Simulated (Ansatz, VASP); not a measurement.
# Two plane-wave programs on Sr

```xyz
3
Lattice="7.0660 0.0000 0.0000 -3.5330 6.1193 0.0000 0.0000 0.0000 3.8166" Properties=species:S:1:pos:R:3 pbc="T T T"
Sr   -2.3522    4.0741    0.0000
Sr    1.1808    2.0452    0.0000
Sr    4.7044    0.0000    0.0000
```

Alike in both runs: task single point; functional LDA; k mesh 4 × 4 × 6; no spin polarisation.

```csv
,VASP,Ansatz
version,VASP 6.6.1,Ansatz 0.2.0
potentials or method,"VASP PAW LDA potentials, release 64 (Sr_sv)","plane waves, PAW"
plane-wave cutoff (eV),520,420
occupations,"methfessel-paxton of order 1, width 0.05 eV","cold, width 0.05 eV"
valence electrons in the cell,30,30
```

```csv
,VASP,Ansatz,Ansatz less VASP
rms of the force components (eV/Å),0.007,0.007,0.0000
```

LDA's correlation is that of Perdew and Zunger in VASP and of Perdew and Wang (1992) in Ansatz. Atom by atom the forces differ by 0.000 eV/Å (rms over components).
